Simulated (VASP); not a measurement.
Set up this calculation in VASP 6.6.1, as the native input.

* Task: single point
* Functional: PBE
* Potentials or basis: VASP PAW PBE potentials, release 64 (C)
* Cutoff: 520 eV
* k mesh: 12 × 12 × 12
* Occupations: gaussian, width 0.02 eV
* Spin: no spin polarisation
* Dipole correction: no
* Further INCAR settings: ALGO = Normal; EDIFF = 1e-06; NBANDS = 11

The structure of C lies in POSCAR:

```
C
1.0
    0.0000000000      1.7857368639      1.7857368639
    1.7857368639      0.0000000000      1.7857368639
    1.7857368639      1.7857368639      0.0000000000
C
2
Direct
    0.0000000000      0.0000000000      0.0000000000
    0.2500000000      0.2500000000      0.2500000000
```

These files were run (other wordings do the same):

INCAR

```
SYSTEM = C
PREC = Accurate
ENCUT = 520
EDIFF = 1E-6
ISMEAR = 0
SIGMA = 0.02
LREAL = .FALSE.
LASPH = .TRUE.
NELM = 100
ALGO = Normal
ISIF = 2
LWAVE = .FALSE.
LCHARG = .FALSE.
GGA = PE
NBANDS = 11
```

KPOINTS

```
Automatic mesh
0
G
  12 12 12
  0 0 0
```

Potentials or basis: VASP PAW PBE potentials, release 64 (C).

The run is started by

```console
$ cat potpaw_PBE.64/C/POTCAR > POTCAR
$ mpirun -np 1 vasp_std > vasp.out
```

Results of the run:

| Property | Result |
| --- | --- |
| Pressure | 0.7 GPa |
| Band gap on the k mesh | 4.14 eV, indirect (least direct gap 5.58 eV) |

It took 5.3 s on 1 thread of Intel(R) Xeon(R) Platinum 8559C (Emerald Rapids) (shared host), peak memory 0.12 GiB.
